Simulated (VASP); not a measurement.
# Mo (I4/mmm) in VASP: notebook

Runs on Mo. Level: r2SCAN. Tasks: single point.

Program: VASP 6.6.1. These are calculated values, not measurements. Logs are shortened: lines on timing, memory, paths and dates and some standing lists are left out, and cuts for length are marked.

### 1 The cell of the first run

The structure is tetragonal, space group I4/mmm (No. 139). Conventional cell: a = 3.106 Å, b = 3.106 Å, c = 3.339 Å, α = 90.00°, β = 90.00°, γ = 90.00°. Mo (site symmetry 4/mmm) has 14 Mo at 2.76 to 3.34 Å within 3.6 Å.

### 2 Single point, r2SCAN (uniaxial strain along c: +6.0 %, then relaxed in part)

The input, POSCAR:

```
Mo
1.0
    3.1060939589      0.0000000000      0.0000000000
    0.0000000000      3.1060939589      0.0000000000
    0.0000000000      0.0000000000      3.3394561097
Mo
2
Direct
    0.0000000000      0.0000000000      0.0000000000
    0.5000000000      0.5000000000      0.5000000000
```

The input, INCAR.step1:

```
SYSTEM = Mo
PREC = Accurate ; ENCUT = 520
ISMEAR = 0 ; SIGMA = 0.1
LREAL = .FALSE. ; LASPH = .TRUE.
NELM = 100 ; NBANDS = 21
GGA = PE ; ALGO = Normal
EDIFF = 1E-4 ; LWAVE = .TRUE.
LCHARG = .FALSE.
```

The input, INCAR.step2:

```
SYSTEM = Mo
PREC = Accurate ; ENCUT = 520
EDIFF = 1E-6 ; ISMEAR = 0
SIGMA = 0.1 ; LREAL = .FALSE.
LASPH = .TRUE. ; NELM = 100
ALGO = Normal ; ISIF = 2
LWAVE = .FALSE. ; LCHARG = .FALSE.
METAGGA = R2SCAN ; LMIXTAU = .TRUE.
NBANDS = 21 ; ISTART = 1
```

The input, KPOINTS:

```
regular mesh
0
G
  16 16 16
  0 0 0
```

Potentials or basis: VASP PAW PBE potentials, release 64 (Mo_sv).

Run with:

```bash
$ cat potpaw_PBE.64/Mo_sv/POTCAR > POTCAR
$ cp INCAR.step1 INCAR
$ mpirun -np 1 vasp_std > vasp.out
$ cp INCAR.step2 INCAR
$ mpirun -np 1 vasp_std > vasp.out
```

OUTCAR:

```text
SYSTEM = Mo
   PREC = Accurate
   ENCUT = 520
   EDIFF = 1E-6
   ISMEAR = 0
   LREAL = .FALSE.
   LASPH = .TRUE.
   NELM = 100
   ISIF = 2
   METAGGA = R2SCAN
   ISTART = 1

 ion  position               nearest neighbor table
   1  0.000  0.000  0.000-   2 2.76   2 2.76   2 2.76   2 2.76   2 2.76   2 2.76   2 2.76   2 2.76

   2  0.500  0.500  0.500-   1 2.76   1 2.76   1 2.76   1 2.76   1 2.76   1 2.76   1 2.76   1 2.76

  LATTYP: Found a simple tetragonal cell.
 ALAT       =     3.1060939589
 C/A-ratio  =     1.0751304223

  Lattice vectors:

 A1 = (   3.1060939589,   0.0000000000,   0.0000000000)
 A2 = (   0.0000000000,   3.1060939589,   0.0000000000)
 A3 = (   0.0000000000,   0.0000000000,   3.3394561097)

Analysis of symmetry for initial positions (statically):
=====================================================================
 Subroutine PRICEL returns following result:

  LATTYP: Found a body centered tetragonal cell.
 ALAT       =     3.1060939589
 C/A-ratio  =     1.0751304223

  Lattice vectors:

 A1 = (  -1.5530469794,  -1.5530469794,  -1.6697280549)
 A2 = (   1.5530469794,   1.5530469794,  -1.6697280548)
 A3 = (   1.5530469794,  -1.5530469794,   1.6697280549)

   2 primitive cells build up your supercell.

 Routine SETGRP: Setting up the symmetry group for a
 simple tetragonal supercell.

 Subroutine GETGRP returns: Found 16 space group operations
 (whereof 16 operations were pure point group operations)
 out of a pool of 16 trial point group operations.

The static configuration has the point symmetry D_4h.

Analysis of symmetry for dynamics (positions and initial velocities):
=====================================================================
 Subroutine PRICEL returns following result:

  LATTYP: Found a body centered tetragonal cell.
 ALAT       =     3.1060939589
 C/A-ratio  =     1.0751304223

  Lattice vectors:

 A1 = (  -1.5530469794,  -1.5530469794,  -1.6697280549)
 A2 = (   1.5530469794,   1.5530469794,  -1.6697280548)
 A3 = (   1.5530469794,  -1.5530469794,   1.6697280549)

   2 primitive cells build up your supercell.

 Routine SETGRP: Setting up the symmetry group for a
 simple tetragonal supercell.

 Subroutine GETGRP returns: Found 16 space group operations
 (whereof 16 operations were pure point group operations)
 out of a pool of 16 trial point group operations.

The dynamic configuration has the point symmetry D_4h.

[... 86 lines left out ...]
 SYSTEM =  Mo
   PREC   = accura    normal or accurate (medium, high low for compatibility)
   ISTART =      1    job   : 0-new  1-cont  2-samecut
   ICHARG =      0    charge: 1-file 2-atom 10-const
   ISPIN  =      1    spin polarized calculation?
   LNONCOLLINEAR =      F non collinear calculations
   LSORBIT =      F    spin-orbit coupling
   LASPH  =      T    aspherical Exc in radial PAW
   ENCUT  =  520.0 eV  38.22 Ry    6.18 a.u.   5.78  5.78  6.21*2*pi/ulx,y,z
   NELM   =    100;   NELMIN=  2; NELMDL=  0     # of ELM steps
   EDIFF  = 0.1E-05   stopping-criterion for ELM
   LREAL  =      F    real-space projection
   EDIFFG = 0.1E-04   stopping-criterion for IOM
   NSW    =      0    number of steps for IOM
   IBRION =     -1    ionic relax: 0-MD 1-quasi-New 2-CG
   NFREE  =      0    steps in history (QN), initial steepest desc. (CG)
   ISIF   =      2    stress and relaxation
   ISYM   =      2    0-nonsym 1-usesym 2-fastsym
   POTIM  = 0.5000    time-step for ionic-motion
   TEBEG  =    0.0;   TEEND  =   0.0 temperature during run
   PSTRESS=    0.0 pullay stress
   NELECT =      28.0000    total number of electrons
   NUPDOWN=      -1.0000    fix difference up-down
   EMIN   =  10.00;   EMAX   =-10.00  energy-range for DOS
   EFERMI =   0.00;   METHOD = LEGACY
   ISMEAR =     0;   SIGMA  =   0.10  broadening in eV -4-tet -1-fermi 0-gaus
   EFERMI_NEDOS =   21; number of points for ismear=-14 and -15
   IALGO  =     38    algorithm
   IMIX   =      4    mixing-type and parameters
     AMIX     =   0.40;   BMIX     =  1.00
     AMIX_MAG =   1.60;   BMIX_MAG =  1.00
  volume/ion in A,a.u.               =      16.11       108.71
  Fermi-wavevector in a.u.,A,eV,Ry     =   1.562281  2.952283 33.208046  2.440722
  Thomas-Fermi vector in A             =   2.665223
   LORBIT       =      0    0 simple, 1 ext, 2 COOP (PROOUT), +10 PAW based schemes
   METAGGA = R2SCAN    functional components
   LHFCALC =     F    Hartree Fock is set to
   AEXX    =    0.0000 exact exchange contribution
   IVDW    =     0    specifies the selected vdW correction
   LEPSILON=     F    determine dielectric tensor
   LRPA    =     F    only Hartree local field effects (RPA)
 non-spin polarized calculation
 Gauss-broadening in eV      SIGMA  =   0.10
  energy-cutoff  :      520.00
  volume of cell :       32.22
 maximum number of plane-waves:       896
 NGX is ok and might be reduce to    24
   NGX = 11   NGY = 11   NGZ = 13

 number of electron      27.9999994 magnetization

 Free energy of the ion-electron system (eV)
  ---------------------------------------------------
  ext. energy  EPLUGINS =         0.00000000
  ---------------------------------------------------
  free energy    TOTEN  =       -52.03695033 eV

  energy without entropy =      -52.03010476  energy(sigma->0) =      -52.03352755

 E-fermi :  12.0885     XC(G=0): -14.4454

 val. band max:       12.0776873255   @ k =   0.1250   0.0625   0.1875
 cond. band min:      12.0900550952   @ k =   0.1250   0.0000   0.3125
 fundamental gap:      0.0123677697
 Fermi energy:        12.0884761131

 k-point     1 :       0.0000    0.0000    0.0000
  band No.  band energies     occupation
      1     -51.1496      2.00000
      2     -50.7131      2.00000
      3     -24.7665      2.00000
      4     -24.5601      2.00000
      5     -24.5601      2.00000
      6     -23.6988      2.00000
[... 565 lines left out ...]
     20      16.1513      0.00000
     21      27.0729      0.00000

 [... further k-points ...]
[... 5 lines left out ...]
  --------------------------------------------------------------------------------------
  -------------------------------------------------------------------------------------
  Total        0.1979926      0.1979926     -3.9415659      0.0000000      0.0000000     -0.0000000
  in kB        9.8458837      9.8458837   -196.0082982      0.0000000      0.0000000     -0.0000000
  external PRESSURE =     -58.7721769 kB  Pullay stress =       0.0000000 kB

 VOLUME and BASIS-vectors are now :
 -----------------------------------------------------------------------------
  energy-cutoff  :      520.00
  volume of cell :       32.22
      direct lattice vectors                 reciprocal lattice vectors
     3.106093959  0.000000000  0.000000000     0.321947762  0.000000000  0.000000000
     0.000000000  3.106093959  0.000000000     0.000000000  0.321947762  0.000000000
     0.000000000  0.000000000  3.339456110     0.000000000  0.000000000  0.299449960

 POSITION                                       TOTAL-FORCE (eV/Angst)
 -----------------------------------------------------------------------------------
      0.00000      0.00000      0.00000         0.000000     -0.000000      0.000000
      1.55305      1.55305      1.66973        -0.000000      0.000000     -0.000000
 -----------------------------------------------------------------------------------
    total drift:                                0.000000      0.000000     -0.000000

  FREE ENERGIE OF THE ION-ELECTRON SYSTEM (eV)
  ---------------------------------------------------
  free  energy   TOTEN  =       -52.0369503295 eV

  energy  without entropy=      -52.0301047608  energy(sigma->0) =      -52.03352755
```

OUTCAR.step1:

```text
SYSTEM = Mo
   PREC = Accurate
   ENCUT = 520
   ISMEAR = 0
   LREAL = .FALSE.
   LASPH = .TRUE.
[... 820 lines left out ...]
      0.00000      0.00000      0.00000        -0.000000      0.000000     -0.000000
      1.55305      1.55305      1.66973         0.000000     -0.000000      0.000000
 -----------------------------------------------------------------------------------
    total drift:                                0.000000      0.000000     -0.000000

  FREE ENERGIE OF THE ION-ELECTRON SYSTEM (eV)
  ---------------------------------------------------
  free  energy   TOTEN  =       -21.7674861894 eV

  energy  without entropy=      -21.7596874245  energy(sigma->0) =      -21.76358681
```

It took 13 min on 1 thread of Oxide Virtual Turin-like, shared host; peak memory 0.28 GiB.

Results:

- Free energy: -52.0370 eV
- Pressure: -5.9 GPa
- Band gap on the k mesh: zero (band 14 reaches 13.95 eV, above the bottom of band 15 at 11.29 eV)

Levels at points of the mesh, in eV from the Fermi level:
```csv
k point,band 12,band 13,band 14,band 15,band 16,band 17
"(0.00, 0.00, 0.00)",-1.61,-1.61,-0.79,1.26,2.29,3.81
"(0.50, 0.00, 0.00)",-2.48,-1.12,-1.12,-0.50,-0.50,0.77
"(0.50, 0.50, 0.00)",-4.01,1.86,1.86,2.48,2.48,2.81
"(0.00, 0.00, 0.50)",-2.76,-0.35,-0.35,-0.35,-0.35,1.16
"(0.50, 0.00, 0.50)",-3.12,1.19,1.19,1.27,1.27,2.59
"(0.50, 0.50, 0.50)",-2.63,-2.63,-2.63,2.29,2.29,2.89
```

Caveat: the cell differs from its parent crystal (uniaxial strain along c: +6.0 %, then relaxed in part); the PAW data sets were made with another functional, which shifts forces and pressure a little.

### 3 Single point, r2SCAN (uniaxial strain along c: +6.0 %)

The input, POSCAR:

```
Mo
1.0
    3.1031738378      0.0000000000      0.0000000000
    0.0000000000      3.1031738378      0.0000000000
    0.0000000000      0.0000000000      3.3394561097
Mo
2
Direct
    0.0000000000      0.0000000000      0.0000000000
    0.5000000000      0.5000000000      0.5000000000
```

The input, INCAR.step1:

```
ALGO = Normal
EDIFF = 1E-4
ENCUT = 520
GGA = PE
ISMEAR = 0
LASPH = True
LCHARG = False
LREAL = False
LWAVE = True
NBANDS = 21
NELM = 60
PREC = Accurate
SIGMA = 0.1
```

The input, INCAR.step2:

```
ALGO = Normal
EDIFF = 1E-6
ENCUT = 520
ISIF = 2
ISMEAR = 0
ISTART = 1
LASPH = True
LCHARG = True
LELF = True
LMIXTAU = True
LREAL = False
LVHAR = True
LWAVE = False
METAGGA = R2SCAN
NBANDS = 21
NELM = 60
PREC = Accurate
SIGMA = 0.1
```

The input, KPOINTS:

```
k-points
0
Gamma
  16 16 16
```

Potentials or basis: VASP PAW PBE potentials, release 64 (Mo_sv).

Run with:

```bash
$ cat potpaw_PBE.64/Mo_sv/POTCAR > POTCAR
$ cp INCAR.step1 INCAR
$ mpirun -np 1 vasp_std > vasp.out
$ cp INCAR.step2 INCAR
$ mpirun -np 1 vasp_std > vasp.out
```

Wall time 12 min (1 thread of Oxide Virtual Turin-like, shared host); peak memory 0.29 GiB.

It converged, with:

- Free energy: -52.0365 eV
- Pressure: -5.4 GPa
- Band gap on the k mesh: zero (band 14 reaches 13.99 eV, above the bottom of band 15 at 11.32 eV)

Stress tensor (GPa, compression positive):
```
  1.56   0.00   0.00
  0.00   1.56   0.00
  0.00   0.00 -19.32
```

Levels at points of the mesh, in eV from the Fermi level:
```
           k point  band 11  band 12  band 13  band 14  band 15  band 16  band 17  band 18
(0.00, 0.00, 0.00)    -5.35    -1.61    -1.61    -0.79     1.26     2.30     3.82     4.05
(0.50, 0.00, 0.00)    -2.49    -2.49    -1.13    -1.13    -0.50    -0.50     0.77     0.77
(0.50, 0.50, 0.00)    -4.03    -4.03     1.87     1.87     2.49     2.49     2.83     2.83
(0.00, 0.00, 0.50)    -2.78    -2.78    -0.34    -0.34    -0.34    -0.34     1.17     1.17
(0.50, 0.00, 0.50)    -3.13    -3.13     1.18     1.18     1.27     1.27     2.60     2.60
(0.50, 0.50, 0.50)    -2.63    -2.63    -2.63    -2.63     2.29     2.29     2.90     2.90
```

Caveat: the cell differs from its parent crystal (uniaxial strain along c: +6.0 %); the PAW data sets were made with another functional, which shifts forces and pressure a little.

### 4 Single point, r2SCAN (uniaxial strain along c: -6.0 %, then relaxed in part)

The input, POSCAR:

```
Mo
1.0
    3.2041564815      0.0000000000      0.0000000000
    0.0000000000      3.2041564815      0.0000000000
    0.0000000000      0.0000000000      2.9614044747
Mo
2
Direct
    0.0000000000      0.0000000000      0.0000000000
    0.5000000000      0.5000000000      0.5000000000
```

The input, INCAR.step1:

```
ALGO = Normal ; EDIFF = 1E-4
ENCUT = 520 ; GGA = PE
ISMEAR = 0 ; LASPH = True
LCHARG = False ; LREAL = False
LWAVE = True ; NBANDS = 21
NELM = 60 ; PREC = Accurate
SIGMA = 0.1
```

The input, INCAR.step2:

```
ALGO = Normal ; EDIFF = 1E-7
ENCUT = 520 ; ISIF = 2
ISMEAR = 0 ; ISTART = 1
LASPH = True ; LCHARG = False
LMIXTAU = True ; LREAL = False
LWAVE = False ; METAGGA = R2SCAN
NBANDS = 21 ; NELM = 60
PREC = Accurate ; SIGMA = 0.1
```

KPOINTS is that of step 3.

Run with:

```bash
$ cat potpaw_PBE.64/Mo_sv/POTCAR > POTCAR
$ cp INCAR.step1 INCAR
$ mpirun -np 1 vasp_std > vasp.out
$ cp INCAR.step2 INCAR
$ mpirun -np 1 vasp_std > vasp.out
```

Wall time 16 min (1 thread of Oxide Virtual Turin-like, shared host); peak memory 0.27 GiB.

The run converged. Its results:

```yaml
Free_energy: -51.9917 eV
Pressure: 10.4 GPa
Band_gap_on_the_k_mesh: zero (band 14 reaches 14.97 eV, above the bottom of band 15 at 11.90 eV)
```

Stress tensor (GPa, compression positive):
```
 1.28  0.00  0.00
 0.00  1.28  0.00
 0.00  0.00 28.49
```

Levels at points of the mesh, in eV from the Fermi level:
```tsv
k point	band 11	band 12	band 13	band 14	band 15	band 16	band 17	band 18
(0.00, 0.00, 0.00)	-5.78	-2.13	-1.07	-1.07	1.20	2.56	4.23	4.23
(0.50, 0.00, 0.00)	-2.99	-2.99	-0.87	-0.87	-0.11	-0.11	1.16	1.16
(0.50, 0.50, 0.00)	-2.95	-2.95	1.06	1.06	1.24	1.24	2.29	2.29
(0.00, 0.00, 0.50)	-2.62	-2.62	-1.11	-1.11	-1.11	-1.11	0.63	0.63
(0.50, 0.00, 0.50)	-4.05	-4.05	1.96	1.96	1.97	1.97	3.30	3.30
(0.50, 0.50, 0.50)	-3.07	-3.07	-2.53	-2.53	2.52	2.52	3.06	3.06
```

Caveat: the cell differs from its parent crystal (uniaxial strain along c: -6.0 %, then relaxed in part); the PAW data sets were made with another functional, which shifts forces and pressure a little.

### 5 Overview

| cell | gap on the mesh (eV) | pressure (GPa) |
| --- | --- | --- |
| a = 3.106, b = 3.106, c = 3.339 Å, 2 atoms | none | -5.9 |
| a = 3.103, b = 3.103, c = 3.339 Å, 2 atoms | none | -5.4 |
| a = 3.204, b = 3.204, c = 2.961 Å, 2 atoms | none | 10.4 |

Alike in all rows: task single point; level r2SCAN; potentials or basis VASP PAW PBE potentials, release 64 (Mo_sv); no spin polarisation; k mesh 16 × 16 × 16; cutoff (eV) 520; smearing gaussian 0.1 eV.

Caveats: the PAW data sets were made with another functional, which shifts forces and pressure a little.

Total energies depend on the potentials used, so only differences within one code and one set of settings carry meaning.
